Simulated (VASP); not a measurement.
A run of VASP 6.6.1 is set up as follows.

INCAR

```
SYSTEM = AlCu3
PREC     = Accurate       ! precision mode
ENCUT    = 600            ! plane-wave cutoff, eV
EDIFF    = 1E-6           ! SCF threshold, eV
ISMEAR   = 1              ! smearing method
SIGMA    = 0.1            ! smearing width, eV
LREAL    = .FALSE.        ! projectors in reciprocal space
LASPH    = .TRUE.         ! aspherical terms in the spheres
NELM     = 120            ! most SCF steps
ALGO     = Normal         ! electronic algorithm
ISIF     = 2              ! what is computed and relaxed
LWAVE    = .FALSE.        ! write WAVECAR
LCHARG   = .TRUE.         ! write CHGCAR
GGA      = PS             ! functional
LELF     = .TRUE.         ! ELF
LVHAR    = .TRUE.       
NBANDS   = 26             ! bands
GGA_COMPAT= .FALSE.
```

File KPOINTS:

```
regular mesh
0
G
  7 7 7
  0 0 0
```

The input POSCAR:

```
AlCu3
1.0
    3.5088987902      0.0000000000      0.0000000000
    0.0000000000      3.5088987902      0.0000000000
    0.0000000000      0.0000000000      3.5088987902
Al Cu
1 3
Direct
    0.0000000000      0.0000000000      0.0000000000
    0.0000000000      0.5000000000      0.5000000000
    0.5000000000      0.0000000000      0.5000000000
    0.5000000000      0.5000000000      0.0000000000
```

Potentials or basis: VASP PAW PBE potentials, release 64 (Al, Cu).

Launch:

```bash
$ cat potpaw_PBE.64/Al/POTCAR potpaw_PBE.64/Cu/POTCAR > POTCAR
$ mpirun -np 1 vasp_std > vasp.out
```

(1) Estimate the pressure.

(2) Predict the band gap on the k mesh.

## Answers

(1) 20.5 GPa.

(2) zero (bands 18 and 19 overlap by 5.10 eV).

Caveat: the cell stands under pressure; the PAW data sets were made with another functional, which shifts forces and pressure a little.
